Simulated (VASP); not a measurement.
Set up this calculation in VASP 6.6.1, as the native input.

```yaml
Task: single point
Functional: PBE
Potentials_or_basis: VASP PAW PBE potentials, release 64 (Mg, O)
Cutoff: 520 eV
k_mesh: 9 × 9 × 6
Occupations: gaussian, width 0.02 eV
Spin: no spin polarisation
Dipole_correction: no
Further_INCAR_settings: ALGO = Normal; EDIFF = 1e-06; NBANDS = 16
```

The structure of MgO lies in POSCAR:

```
MgO
1.0
    3.3077869865      0.0000000000      0.0000000000
   -1.6538934933      2.8646275606      0.0000000000
    0.0000000000      0.0000000000      4.9828816700
Mg O
2 2
Direct
    0.3333333300      0.6666666700      0.0021597400
    0.6666666700      0.3333333300      0.5021597400
    0.3333333300      0.6666666700      0.4024402600
    0.6384487140      0.2967596401      0.8819300399
```

This cell differs from its parent crystal: one atom moved.

The input as run:

INCAR

```
SYSTEM = MgO
  ALGO = Normal
  EDIFF = 1E-6
  ENCUT = 520
  GGA = PE
  ISIF = 2
  ISMEAR = 0
  LASPH = .True.
  LCHARG = .True.
  LELF = .True.
  LREAL = .False.
  LVHAR = .True.
  LWAVE = .False.
  NBANDS = 16
  NELM = 100
  PREC = Accurate
  SIGMA = 0.02
```

KPOINTS

```
k-points
0
Gamma
  9 9 6
  0 0 0
```

Potentials or basis: VASP PAW PBE potentials, release 64 (Mg, O).

The run is started by

```console
$ cat potpaw_PBE.64/Mg/POTCAR potpaw_PBE.64/O/POTCAR > POTCAR
$ mpirun -np 1 vasp_std > vasp.out
```

Results of the run:

```yaml
Pressure: 4.2 GPa
Largest_force: 1.698 eV/Å
Band_gap_on_the_k_mesh: 3.49 eV
```

Caveat: the cell differs from its parent crystal (one atom moved); the stress differs along the axes, from -1 to 8 GPa; forces of over 1 eV/Å act on the atoms, so gaps and moduli don't describe the material at rest.

Wall time 4.3 min on 1 thread of Intel Xeon 8259CL, with other jobs on the host, peak memory 0.31 GiB.
